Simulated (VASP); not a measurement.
# W2Cl (P6/mmm) in VASP: further runs

W2Cl is run at these levels: PBE; tasks: single point.

Program: VASP 6.6.1. These are calculated values, not measurements. Logs are shortened: lines on timing, memory, paths and dates and some standing lists are left out, and cuts for length are marked.

### Step 1. The cell of the first run

The structure is hexagonal, space group P6/mmm (No. 191). The conventional cell has a = 4.618 Å, b = 4.618 Å, c = 2.859 Å, α = 90.00°, β = 90.00°, γ = 120.00°. W (site symmetry -6m2) has 5 W at 2.67 to 2.86 Å and 6 Cl at 3.03 Å within 3.5 Å. Within 3.8 Å of Cl (site symmetry 6/mmm) lie 2 Cl at 2.86 Å and 12 W at 3.03 Å.

The cell was generated, and may not be a known phase.

### Step 2. Single point, PBE

The input, INCAR:

```
SYSTEM = W2Cl
PREC = Accurate ; ENCUT = 520
EDIFF = 1E-7 ; ISMEAR = 0
SIGMA = 0.1 ; LREAL = .FALSE.
LASPH = .TRUE. ; NELM = 60
ALGO = Normal ; ISIF = 2
LWAVE = .FALSE. ; LCHARG = .FALSE.
GGA = PE ; NBANDS = 24
```

The input, KPOINTS:

```
Automatic mesh
0
G
  6 6 4
  0 0 0
```

The input, POSCAR:

```
W2Cl
1.0
    4.6176315603      0.0000000000      0.0000000000
   -2.3088157801      3.9989862365      0.0000000000
    0.0000000000      0.0000000000      2.8594713031
W Cl
2 1
Direct
    0.3333333333      0.6666666667      0.5000000000
    0.6666666667      0.3333333333      0.5000000000
    0.0000000000      0.0000000000      0.0000000000
```

Potentials or basis: VASP PAW PBE potentials, release 64 (W_sv, Cl).

The run is started by

```
$ cat potpaw_PBE.64/W_sv/POTCAR potpaw_PBE.64/Cl/POTCAR > POTCAR
$ mpirun -np 1 vasp_std > vasp.out
```

OUTCAR:

```text
SYSTEM = W2Cl
   PREC = Accurate
   ENCUT = 520
   EDIFF = 1E-7
   ISMEAR = 0
   LREAL = .FALSE.
   LASPH = .TRUE.
   NELM = 60
   ISIF = 2
   GGA = PE

 ion  position               nearest neighbor table
   1  0.333  0.667  0.500-   2 2.67   2 2.67   2 2.67   3 3.03   3 3.03   3 3.03   3 3.03   3 3.03
                             3 3.03
   2  0.667  0.333  0.500-   1 2.67   1 2.67   1 2.67   3 3.03   3 3.03   3 3.03   3 3.03   3 3.03
                             3 3.03
   3  0.000  0.000  0.000-   1 3.03   2 3.03   1 3.03   2 3.03   1 3.03   1 3.03   2 3.03   2 3.03
                             2 3.03   2 3.03   1 3.03   1 3.03

  LATTYP: Found a hexagonal cell.
 ALAT       =     4.6176315603
 C/A-ratio  =     0.6192506409

  Lattice vectors:

 A1 = (   4.6176315603,   0.0000000000,   0.0000000000)
 A2 = (  -2.3088157801,   3.9989862365,   0.0000000000)
 A3 = (   0.0000000000,   0.0000000000,   2.8594713031)

Analysis of symmetry for initial positions (statically):
=====================================================================
 Subroutine PRICEL returns:
 Original cell was already a primitive cell.

 Routine SETGRP: Setting up the symmetry group for a
 hexagonal supercell.

 Subroutine GETGRP returns: Found 24 space group operations
 (whereof 24 operations were pure point group operations)
 out of a pool of 24 trial point group operations.

The static configuration has the point symmetry D_6h.

Analysis of symmetry for dynamics (positions and initial velocities):
=====================================================================
 Subroutine PRICEL returns:
 Original cell was already a primitive cell.

 Routine SETGRP: Setting up the symmetry group for a
 hexagonal supercell.

 Subroutine GETGRP returns: Found 24 space group operations
 (whereof 24 operations were pure point group operations)
 out of a pool of 24 trial point group operations.

The dynamic configuration has the point symmetry D_6h.

 Subroutine INISYM returns: Found 24 space group operations
 (whereof 24 operations are pure point group operations),
 and found     1 'primitive' translations

----------------------------------------------------------------------------------------

                                     Primitive cell

  volume of cell :      52.8026

  direct lattice vectors                    reciprocal lattice vectors
     4.617631560  0.000000000  0.000000000     0.216561236  0.125031688  0.000000000
    -2.308815780  3.998986236  0.000000000     0.000000000  0.250063376  0.000000000
     0.000000000  0.000000000  2.859471303     0.000000000  0.000000000  0.349714998

  length of vectors
     4.617631560  4.617631560  2.859471303     0.250063376  0.250063376  0.349714998

  position of ions in fractional coordinates (direct lattice)
     0.333333333  0.666666667  0.500000000
     0.666666667  0.333333333  0.500000000
     0.000000000  0.000000000  0.000000000

  ion indices of the primitive-cell ions
   primitive index   ion index
                 1           1
                 2           2
                 3           3

----------------------------------------------------------------------------------------

 KPOINTS: Automatic mesh

Automatic generation of k-mesh.
 Grid dimensions read from file:
 generate k-points for:    6    6    4

 Generating k-lattice:

  Cartesian coordinates                     Fractional coordinates (reciprocal lattice)
     0.036093539  0.020838615  0.000000000     0.166666667  0.000000000  0.000000000
     0.000000000  0.041677229  0.000000000     0.000000000  0.166666667  0.000000000
     0.000000000  0.000000000  0.087428749     0.000000000  0.000000000  0.250000000

  Length of vectors
     0.041677229  0.041677229  0.087428749

  Shift w.r.t. Gamma in fractional coordinates (k-lattice)
     0.000000000  0.000000000  0.000000000

 Subroutine IBZKPT returns following result:
 ===========================================

 Found     21 irreducible k-points:

 Following reciprocal coordinates:
            Coordinates               Weight
  0.000000  0.000000  0.000000      1.000000
  0.166667 -0.000000  0.000000      6.000000
  0.333333  0.000000  0.000000      6.000000
  0.500000  0.000000  0.000000      3.000000
  0.166667  0.166667  0.000000      6.000000
  0.333333  0.166667  0.000000     12.000000
[... 13 lines left out ...]
  0.333333  0.166667  0.500000     12.000000
  0.333333  0.333333  0.500000      2.000000
   k-points           NKPTS =     21   k-points in BZ     NKDIM =     21   number of bands    NBANDS=     24
   number of dos      NEDOS =    301   number of ions     NIONS =      3
   total plane-waves  NPLWV =  31104
   dimension x,y,z NGX =    36 NGY =   36 NGZ =   24
   dimension x,y,z NGXF=    72 NGYF=   72 NGZF=   48
   ions per type =               2   1
   NGX,Y,Z   is equivalent  to a cutoff of  12.96, 12.96, 13.95 a.u.
   NGXF,Y,Z  is equivalent  to a cutoff of  25.92, 25.92, 27.91 a.u.
 SYSTEM =  W2Cl
   PREC   = accura    normal or accurate (medium, high low for compatibility)
   ISTART =      0    job   : 0-new  1-cont  2-samecut
   ICHARG =      2    charge: 1-file 2-atom 10-const
   ISPIN  =      1    spin polarized calculation?
   LNONCOLLINEAR =      F non collinear calculations
   LSORBIT =      F    spin-orbit coupling
   LASPH  =      T    aspherical Exc in radial PAW
   ENCUT  =  520.0 eV  38.22 Ry    6.18 a.u.   8.59  8.59  5.32*2*pi/ulx,y,z
   NELM   =     60;   NELMIN=  2; NELMDL= -5     # of ELM steps
   EDIFF  = 0.1E-06   stopping-criterion for ELM
   LREAL  =      F    real-space projection
   EDIFFG = 0.1E-05   stopping-criterion for IOM
   NSW    =      0    number of steps for IOM
   IBRION =     -1    ionic relax: 0-MD 1-quasi-New 2-CG
   NFREE  =      0    steps in history (QN), initial steepest desc. (CG)
   ISIF   =      2    stress and relaxation
   ISYM   =      2    0-nonsym 1-usesym 2-fastsym
   POTIM  = 0.5000    time-step for ionic-motion
   TEBEG  =    0.0;   TEEND  =   0.0 temperature during run
   PSTRESS=    0.0 pullay stress
   NELECT =      35.0000    total number of electrons
   NUPDOWN=      -1.0000    fix difference up-down
   EMIN   =  10.00;   EMAX   =-10.00  energy-range for DOS
   EFERMI =   0.00;   METHOD = LEGACY
   ISMEAR =     0;   SIGMA  =   0.10  broadening in eV -4-tet -1-fermi 0-gaus
   EFERMI_NEDOS =   21; number of points for ismear=-14 and -15
   IALGO  =     38    algorithm
   IMIX   =      4    mixing-type and parameters
     AMIX     =   0.40;   BMIX     =  1.00
     AMIX_MAG =   1.60;   BMIX_MAG =  1.00
  volume/ion in A,a.u.               =      17.60       118.78
  Fermi-wavevector in a.u.,A,eV,Ry     =   1.427401  2.697396 27.721495  2.037472
  Thomas-Fermi vector in A             =   2.547574
   LORBIT       =      0    0 simple, 1 ext, 2 COOP (PROOUT), +10 PAW based schemes
   GGA     = PE    functional components
   LHFCALC =     F    Hartree Fock is set to
   AEXX    =    0.0000 exact exchange contribution
   IVDW    =     0    specifies the selected vdW correction
   LEPSILON=     F    determine dielectric tensor
   LRPA    =     F    only Hartree local field effects (RPA)
 non-spin polarized calculation
 Gauss-broadening in eV      SIGMA  =   0.10
  energy-cutoff  :      520.00
  volume of cell :       52.80
 maximum number of plane-waves:      1450
 NGX is ok and might be reduce to    36
   NGX = 17   NGY = 17   NGZ = 11

 number of electron      35.0000004 magnetization

 Free energy of the ion-electron system (eV)
  ---------------------------------------------------
  ext. energy  EPLUGINS =         0.00000000
  ---------------------------------------------------
  free energy    TOTEN  =       -23.30493746 eV

  energy without entropy =      -23.29320234  energy(sigma->0) =      -23.29906990

 E-fermi :   8.8500     XC(G=0): -12.1937

 val. band max:        8.7864864336   @ k =   0.1667  -0.0000   0.5000
 cond. band min:       8.8720280712   @ k =   0.0000   0.0000   0.2500
 fundamental gap:      0.0855416375
 Fermi energy:         8.8499817133

 k-point     1 :       0.0000    0.0000    0.0000
  band No.  band energies     occupation
      1     -65.0761      2.00000
      2     -64.9538      2.00000
      3     -29.5778      2.00000
      4     -29.5778      2.00000
      5     -29.0555      2.00000
      6     -28.8955      2.00000
[... 16 lines left out ...]
     23      12.0425      0.00000
     24      13.1264      0.00000

 k-point     2 :       0.1667   -0.0000    0.0000
  band No.  band energies     occupation
      1     -65.0690      2.00000
      2     -64.9611      2.00000
      3     -29.5940      2.00000
      4     -29.5431      2.00000
      5     -29.0461      2.00000
      6     -28.9050      2.00000
[... 16 lines left out ...]
     23      12.1966      0.00000
     24      13.4387      0.00000

 k-point     3 :       0.3333    0.0000    0.0000
  band No.  band energies     occupation
      1     -65.0504      2.00000
      2     -64.9798      2.00000
      3     -29.6244      2.00000
      4     -29.4590      2.00000
      5     -29.0219      2.00000
      6     -28.9696      2.00000
[... 16 lines left out ...]
     23      12.4724      0.00000
     24      13.7294      0.00000

 k-point     4 :       0.5000    0.0000    0.0000
  band No.  band energies     occupation
      1     -65.0355      2.00000
      2     -64.9948      2.00000
      3     -29.6387      2.00000
      4     -29.4028      2.00000
      5     -29.0284      2.00000
      6     -29.0024      2.00000
[... 16 lines left out ...]
     23      12.5992      0.00000
     24      13.9999      0.00000

 k-point     5 :       0.1667    0.1667    0.0000
  band No.  band energies     occupation
      1     -65.0559      2.00000
      2     -64.9743      2.00000
      3     -29.6232      2.00000
      4     -29.4731      2.00000
      5     -29.0290      2.00000
      6     -28.9538      2.00000
[... 370 lines left out ...]
 k-point    19 :       0.1667    0.1667    0.5000
  band No.  band energies     occupation
      1     -65.0215      2.00000
      2     -64.9409      2.00000
      3     -29.6226      2.00000
      4     -29.5506      2.00000
      5     -29.4821      2.00000
      6     -29.4046      2.00000
[... 16 lines left out ...]
     23      13.8607      0.00000
     24      15.0839      0.00000

 k-point    20 :       0.3333    0.1667    0.5000
  band No.  band energies     occupation
      1     -65.0014      2.00000
      2     -64.9612      2.00000
      3     -29.5875      2.00000
      4     -29.5784      2.00000
      5     -29.5173      2.00000
      6     -29.3003      2.00000
[... 16 lines left out ...]
     23      13.5038      0.00000
     24      14.1250      0.00000

 k-point    21 :       0.3333    0.3333    0.5000
  band No.  band energies     occupation
      1     -64.9813      2.00000
      2     -64.9813      2.00000
      3     -29.5958      2.00000
      4     -29.5524      2.00000
      5     -29.5524      2.00000
      6     -29.1531      2.00000
[... 16 lines left out ...]
     23      13.4090      0.00000
     24      13.7488      0.00000

------------------------ aborting loop because EDIFF is reached ----------------------------------------

  FORCE on cell =-STRESS in cart. coord.  units (eV):
  Direction    XX          YY          ZZ          XY          YZ          ZX
  --------------------------------------------------------------------------------------
  -------------------------------------------------------------------------------------
  Total        0.1154317      0.1154317      0.0123338      0.0000000      0.0000000     -0.0000000
  in kB        3.5025214      3.5025214      0.3742431      0.0000000      0.0000000     -0.0000000
  external PRESSURE =       2.4597620 kB  Pullay stress =       0.0000000 kB

 VOLUME and BASIS-vectors are now :
 -----------------------------------------------------------------------------
  energy-cutoff  :      520.00
  volume of cell :       52.80
      direct lattice vectors                 reciprocal lattice vectors
     4.617631560  0.000000000  0.000000000     0.216561236  0.125031688  0.000000000
    -2.308815780  3.998986236  0.000000000     0.000000000  0.250063376  0.000000000
     0.000000000  0.000000000  2.859471303     0.000000000  0.000000000  0.349714998

 POSITION                                       TOTAL-FORCE (eV/Angst)
 -----------------------------------------------------------------------------------
     -0.00000      2.66599      1.42974         0.000000     -0.000000      0.000000
      2.30882      1.33300      1.42974        -0.000000      0.000000     -0.000000
      0.00000      0.00000      0.00000        -0.000000      0.000000     -0.000000
 -----------------------------------------------------------------------------------
    total drift:                                0.000000      0.000000     -0.000000

  FREE ENERGIE OF THE ION-ELECTRON SYSTEM (eV)
  ---------------------------------------------------
  free  energy   TOTEN  =       -23.3049374624 eV

  energy  without entropy=      -23.2932023372  energy(sigma->0) =      -23.29906990
```

It took 40 s on 1 thread of Intel Xeon 8259CL, shared host; peak memory 0.19 GiB.

What came out:

- Free energy: -23.3049 eV
- Pressure: 0.2 GPa
- Band gap on the k mesh: zero (an odd number of electrons rules out a gap without spin polarisation)

Caveat: the k points lie up to 0.55 Å⁻¹ apart, too coarse for converged energies and pressures of a metal; spin-orbit coupling is left out, which moves the levels of the heavy elements; an odd number of electrons without spin polarisation forces a metal; a magnetic or distorted state may lie lower.

### Step 3. Single point, PBE

This run uses another cell than the first one, of 19.61 Å³/atom.

The input, INCAR:

```
SYSTEM = W2Cl
  PREC = Accurate
  ENCUT = 520
  EDIFF = 1E-6
  ISMEAR = 0
  SIGMA = 0.1
  LREAL = .FALSE.
  LASPH = .TRUE.
  NELM = 60
  ALGO = Normal
  ISIF = 2
  LWAVE = .FALSE.
  LCHARG = .FALSE.
  GGA = PE
  NBANDS = 24
```

The input, KPOINTS:

```
regular mesh
0
G
  6 6 4
  0 0 0
```

The input, POSCAR:

```
W2Cl
1.0
    3.8786163200      0.0000000000      0.0000000000
   -1.9393081600      3.3589802700      0.0000000000
    0.0000000000      0.0000000000      4.5151919900
W Cl
2 1
Direct
    0.3333333300      0.6666666700      0.5000000000
    0.6666666700      0.3333333300      0.5000000000
    0.0000000000      0.0000000000      0.0000000000
```

Potentials or basis: VASP PAW PBE potentials, release 64 (W_sv, Cl).

The run is started by

```
$ cat potpaw_PBE.64/W_sv/POTCAR potpaw_PBE.64/Cl/POTCAR > POTCAR
$ mpirun -np 1 vasp_std > vasp.out
```

Run time: 47 s. Hardware: 1 thread of Intel Xeon 8259CL, shared host; peak memory 0.18 GiB.

The run converged. Its results:

| Item | Value |
| --- | --- |
| Free energy | -20.5540 eV |
| Pressure | 29.1 GPa |
| Band gap on the k mesh | zero (an odd number of electrons rules out a gap without spin polarisation) |

Stress tensor (GPa, compression positive):
```
40.89  0.00  0.00
 0.00 40.89  0.00
 0.00  0.00  5.37
```

Levels at points of the mesh, in eV from the Fermi level:
```csv
k point,band 15,band 16,band 17,band 18,band 19,band 20,band 21,band 22
"(0.00, 0.00, 0.00)",-2.04,-2.04,0.10,0.10,0.92,0.92,2.51,2.58
"(0.50, 0.00, 0.00)",-2.69,-1.64,-0.32,-0.03,0.70,1.26,1.50,4.96
"(0.00, 0.00, 0.50)",-2.31,-0.67,-0.67,0.81,0.98,0.98,1.66,3.28
"(0.50, 0.00, 0.50)",-2.27,-1.94,-1.34,-0.48,1.48,2.14,3.27,4.68
```

Caveat: the stress differs along the axes, from 5 to 41 GPa; spin-orbit coupling is left out, which moves the levels of the heavy elements; an odd number of electrons without spin polarisation forces a metal; a magnetic or distorted state may lie lower.

### Step 4. Single point, PBE

This run uses another cell than the first one, of 17.39 Å³/atom.

The input, INCAR:

```
PREC = Accurate
ENCUT = 520
EDIFF = 1E-7
ISMEAR = 0
SIGMA = 0.1
LREAL = F
LASPH = T
NELM = 80
ALGO = Normal
ISIF = 2
LWAVE = F
LCHARG = F
GGA = PE
NBANDS = 24
```

The input, KPOINTS:

```
Automatic mesh
0
Gamma
  6 6 6
```

The input, POSCAR:

```
W2Cl
1.0
    4.6496655054      0.0000000000      0.0000000000
   -2.3248327527      4.0267284468      0.0000000000
    0.0000000000      0.0000000000      2.7856417401
W Cl
2 1
Direct
    0.3333333333      0.6666666667      0.5000000000
    0.6666666667      0.3333333333      0.5000000000
    0.0000000000      0.0000000000      0.0000000000
```

The run is started by

```
$ cat potpaw_PBE.64/W_sv/POTCAR potpaw_PBE.64/Cl/POTCAR > POTCAR
$ mpirun -np 1 vasp_std > vasp.out
```

Wall time 46 s (1 thread of Intel Xeon 8259CL, shared host); peak memory 0.19 GiB.

Results (log left out):

```
Free energy            : -23.6099 eV
Pressure               : 0.3 GPa
Band gap on the k mesh : zero (an odd number of electrons rules out a gap without spin polarisation)
```

Stress tensor (GPa, compression positive):
```
0.42 0.00 0.00
0.00 0.42 0.00
0.00 0.00 0.20
```

Levels at points of the mesh, in eV from the Fermi level:
| k point | band 13 | band 14 | band 15 | band 16 | band 17 | band 18 | band 19 | band 20 | band 21 | band 22 |
| --- | --- | --- | --- | --- | --- | --- | --- | --- | --- | --- |
| (0.00, 0.00, 0.00) | -3.04 | -2.82 | -1.76 | -1.24 | -1.24 | 1.25 | 1.25 | 2.07 | 2.07 | 3.27 |
| (0.50, 0.00, 0.00) | -3.18 | -2.62 | -2.05 | -2.03 | -0.44 | 0.91 | 1.12 | 1.45 | 2.12 | 2.79 |
| (0.00, 0.00, 0.50) | -3.61 | -3.61 | -1.06 | -0.82 | -0.82 | 0.00 | 0.00 | 1.13 | 1.67 | 1.67 |
| (0.50, 0.00, 0.50) | -2.74 | -2.62 | -1.97 | -1.65 | -0.94 | 0.03 | 0.42 | 2.80 | 3.76 | 3.92 |

Caveat: the k points lie up to 0.38 Å⁻¹ apart, too coarse for converged energies and pressures of a metal; spin-orbit coupling is left out, which moves the levels of the heavy elements; an odd number of electrons without spin polarisation forces a metal; a magnetic or distorted state may lie lower.

### Step 5. The runs side by side

| cell | k mesh | gap on the mesh (eV) | pressure (GPa) |
| --- | --- | --- | --- |
| a = 4.618, b = 4.618, c = 2.859 Å, angles 90.0, 90.0, 120.0°, 3 atoms | 6 × 6 × 4 | none | 0.2 |
| a = 3.879, b = 3.879, c = 4.515 Å, angles 90.0, 90.0, 120.0°, 3 atoms | 6 × 6 × 4 | none | 29.1 |
| a = 4.650, b = 4.650, c = 2.786 Å, angles 90.0, 90.0, 120.0°, 3 atoms | 6 × 6 × 6 | none | 0.3 |

Alike in all rows: task single point; level PBE; potentials or basis VASP PAW PBE potentials, release 64 (W_sv, Cl); no spin polarisation; cutoff (eV) 520; smearing gaussian 0.1 eV.

Caveats: some runs use coarse meshes; spin-orbit coupling is left out, which moves the levels of the heavy elements; an odd number of electrons without spin polarisation forces a metal; a magnetic or distorted state may lie lower; the stress differs along the axes, from 5 to 41 GPa (at least some runs).

Total energies depend on the potentials used, so only differences within one code and one set of settings carry meaning.

The gap in the log of VASP goes by the Fermi energy; the results here count the filled bands.